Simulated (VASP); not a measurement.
# K (Im-3m) in VASP: notebook, part 2 of 2

VASP 6.6.1. Earlier steps stand in the parts before.

## Step 4: Single point, LDA

This run uses another cell than the first one, of 64.33 Å³/atom.

File INCAR:

```
SYSTEM = K
PREC = Accurate
ENCUT = 520
EDIFF = 1E-6
ISMEAR = -1
SIGMA = 0.15
LREAL = .FALSE.
LASPH = .TRUE.
NELM = 80
ALGO = Normal
ISIF = 2
LWAVE = .FALSE.
LCHARG = .TRUE.
GGA = CA
LELF = .TRUE.
LVHAR = .TRUE.
NBANDS = 10
```

File KPOINTS:

```
Automatic mesh
0
G
  16 16 16
  0 0 0
```

File POSCAR:

```
K
1.0
   -2.5242060231      2.5242060231      2.5242060231
    2.5242060231     -2.5242060231      2.5242060231
    2.5242060231      2.5242060231     -2.5242060231
K
1
Direct
    0.0000000000      0.0000000000      0.0000000000
```

Potentials or basis: VASP PAW LDA potentials, release 64 (K_sv).

Launch:

```console
$ cat potpaw_LDA.64/K_sv/POTCAR > POTCAR
$ mpirun -np 1 vasp_std > vasp.out
```

OUTCAR:

```text
SYSTEM = K
   PREC = Accurate
   ENCUT = 520
   EDIFF = 1E-6
   ISMEAR = -1
   LREAL = .FALSE.
   LASPH = .TRUE.
   NELM = 80
   ISIF = 2
   GGA = CA

 ion  position               nearest neighbor table
   1  0.000  0.000  0.000-

  LATTYP: Found a body centered cubic cell.
 ALAT       =     5.0484120462

  Lattice vectors:

 A1 = (  -2.5242060231,   2.5242060231,   2.5242060231)
 A2 = (   2.5242060231,  -2.5242060231,   2.5242060231)
 A3 = (   2.5242060231,   2.5242060231,  -2.5242060231)

Analysis of symmetry for initial positions (statically):
=====================================================================
 Subroutine PRICEL returns:
 Original cell was already a primitive cell.

 Routine SETGRP: Setting up the symmetry group for a
 body centered cubic supercell.

 Subroutine GETGRP returns: Found 48 space group operations
 (whereof 48 operations were pure point group operations)
 out of a pool of 48 trial point group operations.

The static configuration has the point symmetry O_h .

Analysis of symmetry for dynamics (positions and initial velocities):
=====================================================================
 Subroutine PRICEL returns:
 Original cell was already a primitive cell.

 Routine SETGRP: Setting up the symmetry group for a
 body centered cubic supercell.

 Subroutine GETGRP returns: Found 48 space group operations
 (whereof 48 operations were pure point group operations)
 out of a pool of 48 trial point group operations.

The dynamic configuration has the point symmetry O_h .

 Subroutine INISYM returns: Found 48 space group operations
 (whereof 48 operations are pure point group operations),
 and found     1 'primitive' translations

----------------------------------------------------------------------------------------

                                     Primitive cell

  volume of cell :      64.3331

  direct lattice vectors                    reciprocal lattice vectors
    -2.524206023  2.524206023  2.524206023     0.000000000  0.198082088  0.198082088
     2.524206023 -2.524206023  2.524206023     0.198082088  0.000000000  0.198082088
     2.524206023  2.524206023 -2.524206023     0.198082088  0.198082088  0.000000000

  length of vectors
     4.372053081  4.372053081  4.372053081     0.280130376  0.280130376  0.280130376

  position of ions in fractional coordinates (direct lattice)
     0.000000000  0.000000000  0.000000000

  ion indices of the primitive-cell ions
   primitive index   ion index
                 1           1

----------------------------------------------------------------------------------------

 KPOINTS: Automatic mesh

Automatic generation of k-mesh.
 Grid dimensions read from file:
 generate k-points for:   16   16   16

 Generating k-lattice:

  Cartesian coordinates                     Fractional coordinates (reciprocal lattice)
     0.000000000  0.012380131  0.012380131     0.062500000  0.000000000  0.000000000
     0.012380131  0.000000000  0.012380131     0.000000000  0.062500000  0.000000000
     0.012380131  0.012380131  0.000000000     0.000000000  0.000000000  0.062500000

  Length of vectors
     0.017508148  0.017508148  0.017508148

  Shift w.r.t. Gamma in fractional coordinates (k-lattice)
     0.000000000  0.000000000  0.000000000

 Subroutine IBZKPT returns following result:
 ===========================================

 Found    145 irreducible k-points:

 Following reciprocal coordinates:
            Coordinates               Weight
  0.000000  0.000000  0.000000      1.000000
  0.062500  0.000000  0.000000     12.000000
  0.125000  0.000000  0.000000     12.000000
  0.187500  0.000000  0.000000     12.000000
  0.250000  0.000000  0.000000     12.000000
  0.312500  0.000000  0.000000     12.000000
[... 16 lines left out ...]
  0.187500  0.187500  0.000000     24.000000
  0.250000  0.187500 -0.000000     48.000000
 [... further k-points ...]
   k-points           NKPTS =    145   k-points in BZ     NKDIM =    145   number of bands    NBANDS=     10
   number of dos      NEDOS =    301   number of ions     NIONS =      1
   total plane-waves  NPLWV =  46656
   dimension x,y,z NGX =    36 NGY =   36 NGZ =   36
   dimension x,y,z NGXF=    72 NGYF=   72 NGZF=   72
   ions per type =               1
   NGX,Y,Z   is equivalent  to a cutoff of  13.69, 13.69, 13.69 a.u.
   NGXF,Y,Z  is equivalent  to a cutoff of  27.38, 27.38, 27.38 a.u.
 SYSTEM =  K
   PREC   = accura    normal or accurate (medium, high low for compatibility)
   ISTART =      0    job   : 0-new  1-cont  2-samecut
   ICHARG =      2    charge: 1-file 2-atom 10-const
   ISPIN  =      1    spin polarized calculation?
   LNONCOLLINEAR =      F non collinear calculations
   LSORBIT =      F    spin-orbit coupling
   LASPH  =      T    aspherical Exc in radial PAW
   ENCUT  =  520.0 eV  38.22 Ry    6.18 a.u.   8.13  8.13  8.13*2*pi/ulx,y,z
   NELM   =     80;   NELMIN=  2; NELMDL= -5     # of ELM steps
   EDIFF  = 0.1E-05   stopping-criterion for ELM
   LREAL  =      F    real-space projection
   EDIFFG = 0.1E-04   stopping-criterion for IOM
   NSW    =      0    number of steps for IOM
   IBRION =     -1    ionic relax: 0-MD 1-quasi-New 2-CG
   NFREE  =      0    steps in history (QN), initial steepest desc. (CG)
   ISIF   =      2    stress and relaxation
   ISYM   =      2    0-nonsym 1-usesym 2-fastsym
   POTIM  = 0.5000    time-step for ionic-motion
   TEBEG  =    0.0;   TEEND  =   0.0 temperature during run
   PSTRESS=    0.0 pullay stress
   NELECT =       9.0000    total number of electrons
   NUPDOWN=      -1.0000    fix difference up-down
   EMIN   =  10.00;   EMAX   =-10.00  energy-range for DOS
   EFERMI =   0.00;   METHOD = LEGACY
   ISMEAR =    -1;   SIGMA  =   0.15  broadening in eV -4-tet -1-fermi 0-gaus
   EFERMI_NEDOS =   21; number of points for ismear=-14 and -15
   IALGO  =     38    algorithm
   IMIX   =      4    mixing-type and parameters
     AMIX     =   0.40;   BMIX     =  1.00
     AMIX_MAG =   1.60;   BMIX_MAG =  1.00
  volume/ion in A,a.u.               =      64.33       434.14
  Fermi-wavevector in a.u.,A,eV,Ry     =   0.849854  1.605991  9.826827  0.722251
  Thomas-Fermi vector in A             =   1.965740
   LORBIT       =      0    0 simple, 1 ext, 2 COOP (PROOUT), +10 PAW based schemes
   GGA     = CA    functional components
   LHFCALC =     F    Hartree Fock is set to
   AEXX    =    0.0000 exact exchange contribution
   IVDW    =     0    specifies the selected vdW correction
   LEPSILON=     F    determine dielectric tensor
   LRPA    =     F    only Hartree local field effects (RPA)
 non-spin polarized calculation
  energy-cutoff  :      520.00
  volume of cell :       64.33
 maximum number of plane-waves:      1754
 NGX is ok and might be reduce to    36
   NGX = 17   NGY = 17   NGZ = 17

 number of electron       9.0000001 magnetization

 Free energy of the ion-electron system (eV)
  ---------------------------------------------------
  ext. energy  EPLUGINS =         0.00000000
  ---------------------------------------------------
  free energy    TOTEN  =        -1.19233182 eV

  energy without entropy =       -1.13762989  energy(sigma->0) =       -1.16498085

 E-fermi :  -0.0111     XC(G=0):  -6.2248

 val. band max:       -0.0334253747   @ k =   0.4375   0.0000   0.0000
 cond. band min:      -0.0054276580   @ k =  -0.3750   0.4375   0.1250
 fundamental gap:      0.0279977167
 Fermi energy:        -0.0110929811

 k-point     1 :       0.0000    0.0000    0.0000
  band No.  band energies     occupation
      1     -31.7475      2.00000
      2     -15.4147      2.00000
      3     -15.4147      2.00000
      4     -15.4147      2.00000
      5      -2.3679      2.00000
      6       4.2736      0.00000
      7       4.2736      0.00000
      8       4.2736      0.00000
      9       5.3014      0.00000
     10       5.3014      0.00000

 k-point     2 :       0.0625    0.0000    0.0000
  band No.  band energies     occupation
      1     -31.7472      2.00000
      2     -15.4191      2.00000
      3     -15.4161      2.00000
      4     -15.4147      2.00000
      5      -2.3131      2.00000
      6       4.2078      0.00000
      7       4.2123      0.00000
      8       4.3197      0.00000
      9       5.1983      0.00000
     10       5.2908      0.00000
[... 274 lines left out ...]
 k-point    24 :       0.2500    0.1875   -0.0000
  band No.  band energies     occupation
      1     -31.7402      2.00000
      2     -15.5026      2.00000
      3     -15.4507      2.00000
      4     -15.4240      2.00000
      5      -0.5202      1.93503
      6       2.1700      0.00000
      7       2.7980      0.00000
      8       4.9935      0.00000
      9       5.2784      0.00000
     10       5.8167      0.00000

 [... further k-points ...]
[... 5 lines left out ...]
  --------------------------------------------------------------------------------------
  -------------------------------------------------------------------------------------
  Total       -0.0033521     -0.0033521     -0.0033521      0.0000000     -0.0000000      0.0000000
  in kB       -0.0834826     -0.0834826     -0.0834826      0.0000000     -0.0000000      0.0000000
  external PRESSURE =      -0.0834826 kB  Pullay stress =       0.0000000 kB

 VOLUME and BASIS-vectors are now :
 -----------------------------------------------------------------------------
  energy-cutoff  :      520.00
  volume of cell :       64.33
      direct lattice vectors                 reciprocal lattice vectors
    -2.524206023  2.524206023  2.524206023     0.000000000  0.198082088  0.198082088
     2.524206023 -2.524206023  2.524206023     0.198082088  0.000000000  0.198082088
     2.524206023  2.524206023 -2.524206023     0.198082088  0.198082088  0.000000000

 POSITION                                       TOTAL-FORCE (eV/Angst)
 -----------------------------------------------------------------------------------
      0.00000      0.00000      0.00000         0.000000      0.000000      0.000000
 -----------------------------------------------------------------------------------
    total drift:                               -0.000000      0.000000      0.000000

  FREE ENERGIE OF THE ION-ELECTRON SYSTEM (eV)
  ---------------------------------------------------
  free  energy   TOTEN  =        -1.1923318224 eV

  energy  without entropy=       -1.1376298865  energy(sigma->0) =       -1.16498085
```

OSZICAR:

```text
N       E                     dE             d eps       ncg     rms          rms(c)
DAV:   1     0.499893735981E+02    0.49989E+02   -0.36921E+03  2900   0.706E+02
DAV:   2     0.575876576393E+00   -0.49413E+02   -0.48422E+02  3108   0.211E+02
DAV:   3    -0.113949413057E+01   -0.17154E+01   -0.17075E+01  4486   0.294E+01
DAV:   4    -0.119283794073E+01   -0.53344E-01   -0.53141E-01  4066   0.467E+00
DAV:   5    -0.119415686953E+01   -0.13189E-02   -0.13186E-02  4588   0.495E-01    0.250E+00
DAV:   6    -0.119275936201E+01    0.13975E-02   -0.20605E-03  4242   0.309E-01    0.157E+00
DAV:   7    -0.119231730650E+01    0.44206E-03   -0.33985E-03  4024   0.351E-01    0.651E-02
DAV:   8    -0.119232492287E+01   -0.76164E-05   -0.33109E-04  4022   0.183E-01    0.225E-02
DAV:   9    -0.119233246425E+01   -0.75414E-05   -0.13444E-05  3896   0.318E-02    0.123E-02
DAV:  10    -0.119233182235E+01    0.64190E-06   -0.52001E-06  4204   0.193E-02
   1 F= -.11923318E+01 E0= -.11649809E+01  d E =-.547019E-01
```

stdout:

```text
POSCAR found type information on POSCAR K
 POSCAR found :  1 types and       1 ions
 scaLAPACK will be used
 LDA part: xc-table for (Slater(with rela. corr.)+CA(PZ))
 , standard interpolation
 POSCAR, INCAR and KPOINTS ok, starting setup
 FFT: planning ... GRIDC
 FFT: planning ... GRID_SOFT
 FFT: planning ... GRID
 WAVECAR not read
 entering main loop
```

Run time: 67 s. Hardware: 1 thread of Intel Xeon Platinum 8259CL at 2.50GHz (Skylake/Cascade Lake), shared host; peak memory 0.22 GiB.

Results:

- Free energy: -1.1923 eV
- Pressure: 0.0 GPa
- Band gap on the k mesh: zero (an odd number of electrons rules out a gap without spin polarisation)

Levels at points of the mesh, in eV from the Fermi level:
| k point | band 1 | band 2 | band 3 | band 4 | band 5 | band 6 | band 7 | band 8 | band 9 |
| --- | --- | --- | --- | --- | --- | --- | --- | --- | --- |
| (0.00, 0.00, 0.00) | -31.74 | -15.40 | -15.40 | -15.40 | -2.36 | 4.28 | 4.28 | 4.28 | 5.31 |
| (0.50, 0.00, 0.00) | -31.73 | -15.52 | -15.44 | -15.40 | 0.40 | 0.82 | 3.12 | 5.02 | 5.84 |
| (0.50, 0.50, 0.50) | -31.72 | -15.48 | -15.48 | -15.48 | 1.60 | 1.60 | 3.84 | 3.84 | 3.84 |

## Step 5: Relaxation of cell and atoms, LDA

This run uses another cell than the first one, of 64.33 Å³/atom.

File INCAR:

```
SYSTEM = K
PREC     = Accurate       ! precision mode
ENCUT    = 600            ! plane-wave cutoff, eV
EDIFF    = 1E-7           ! SCF threshold, eV
ISMEAR   = 0              ! smearing method
SIGMA    = 0.1            ! smearing width, eV
LREAL    = .False.        ! projectors in reciprocal space
LASPH    = .True.         ! aspherical terms in the spheres
NELM     = 60             ! most SCF steps
ALGO     = Normal         ! electronic algorithm
ISIF     = 3              ! what is computed and relaxed
LWAVE    = .False.        ! write WAVECAR
LCHARG   = .False.        ! write CHGCAR
IBRION   = 2              ! ionic algorithm
NSW      = 100            ! ionic steps
EDIFFG   = -0.002         ! ionic threshold
```

File KPOINTS:

```
regular mesh
0
Gamma
  16 16 16
  0 0 0
```

POSCAR is that of step 4.

Launch:

```console
$ cat potpaw_LDA.64/K_sv/POTCAR > POTCAR
$ mpirun -np 1 vasp_std > vasp.out
```

It took 2.1 min on 1 thread of Intel Xeon Platinum 8259CL at 2.50GHz (Skylake/Cascade Lake), shared host; peak memory 0.24 GiB.

It converged, with:

```
Free energy                           : -1.1670 eV
Relaxed volume                        : 64.14 Å³/atom
Relaxed cell                          : a = 4.368 Å, b = 4.368 Å, c = 4.368 Å, α = 109.47°, β = 109.47°, γ = 109.47°
Space group after relaxing (to 0.1 Å) : Im-3m (No. 229)
Energy gained by relaxing             : 0.0 meV/atom
Ionic steps                           : 3
Pressure after relaxing               : 0.0 GPa
Band gap on the k mesh                : zero (an odd number of electrons rules out a gap without spin polarisation)
```

Final structure:
```
K
1.0
    -2.52162    2.52162    2.52162
     2.52162   -2.52162    2.52162
     2.52162    2.52162   -2.52162
K
1
Direct
  0.00000 0.00000 0.00000
```

Levels at points of the mesh, in eV from the Fermi level:
| k point | band 1 | band 2 | band 3 | band 4 | band 5 | band 6 | band 7 | band 8 |
| --- | --- | --- | --- | --- | --- | --- | --- | --- |
| (0.00, 0.00, 0.00) | -31.75 | -15.41 | -15.41 | -15.41 | -2.37 | 4.28 | 4.28 | 4.28 |
| (0.50, 0.00, 0.00) | -31.74 | -15.53 | -15.45 | -15.41 | 0.39 | 0.81 | 3.11 | 5.01 |
| (0.50, 0.50, 0.50) | -31.73 | -15.49 | -15.49 | -15.49 | 1.58 | 1.58 | 3.83 | 3.83 |

## Step 6: Summary

| task | cell | k mesh | cutoff (eV) | smearing | gap on the mesh (eV) | pressure (GPa) |
| --- | --- | --- | --- | --- | --- | --- |
| single point | a = 4.535 Å, angles 109.5°, 1 atom | 6 × 6 × 6 | 520 | gaussian 0.1 eV | none | -0.4 |
| single point | a = 4.372 Å, angles 109.5°, 1 atom | 16 × 16 × 16 | 520 | gaussian 0.1 eV | none | 0.0 |
| single point | a = 4.372 Å, angles 109.5°, 1 atom | 16 × 16 × 16 | 520 | fermi-dirac 0.15 eV | none | 0.0 |
| relaxation of cell and atoms | relaxed from a = 4.372 Å, angles 109.5°, 1 atom | 16 × 16 × 16 | 600 | gaussian 0.1 eV | none | 0.0 |

Alike in all rows: level LDA; potentials or basis VASP PAW LDA potentials, release 64 (K_sv); no spin polarisation.

Absolute energies hang on the potentials; compare differences alone.

The gap in the log of VASP goes by the Fermi energy; the results here count the filled bands.